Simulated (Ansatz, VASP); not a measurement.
Ti in VASP and in Ansatz

```
Ti
1.0
     2.95000    0.00000    0.00000
    -1.47500    2.55477    0.00000
     0.00000    0.00000    4.59228
Ti
2
Direct
  0.33333 0.66667 0.25000
  0.66667 0.33333 0.75000
```

Change from the starting cell: zz strain of -2 %, PAW files.

Alike in both runs: task electric field gradients; functional PBE; k mesh 13 × 13 × 7; occupations fermi-dirac, width 0.08 eV; no spin polarisation.

|  | VASP | Ansatz |
| --- | --- | --- |
| version | VASP 6.6.1 | Ansatz 0.2.0 |
| potentials or method | VASP PAW PBE potentials, release 64 (Ti_sv) | PAW with Ansatz's default frozen-core files, scalar-relativistic |
| plane-wave cutoff (eV) | 400 | 420 |
| valence electrons in the cell | 24 | 24 |

```tsv
	VASP	Ansatz	Ansatz less VASP
pressure (GPa)	-0.3	0.7	+1.04
traceless stress, the component that is largest in VASP (GPa)	1.31	1.29	-0.018
size of Vzz on the site where it differs most (V/Å²)	21.1	23.2	+2.08
```

The functional is the same, so the differences come from potentials, cutoffs and numerics.
